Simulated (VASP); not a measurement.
Crystal: ZnS.

```
Zn S
1.0
     0.00000    2.70200    2.70200
     2.70200    0.00000    2.70200
     2.70200    2.70200    0.00000
Zn S
1 1
Direct
  0.25000 0.25000 0.25000
  0.00000 0.00000 0.00000
```

Base run:

* Program: VASP 6.6.1
* Functional: RPBE
* Potentials or basis: VASP PAW PBE potentials, release 64 (Zn, S)
* Cutoff: 500 eV
* k mesh: 5 × 5 × 5
* Occupations: gaussian, width 0.01 eV
* Spin: no spin polarisation

Its results: band gap on the k mesh 2.28 eV, direct; pressure 4.4 GPa.

The run is repeated on the same cell with these changes: functional from RPBE to revPBE. What comes out?

Band gap on the k mesh 2.23 eV, direct; pressure 3.7 GPa.

Caveats: the PAW data sets were made with another functional, which shifts forces and pressure a little.

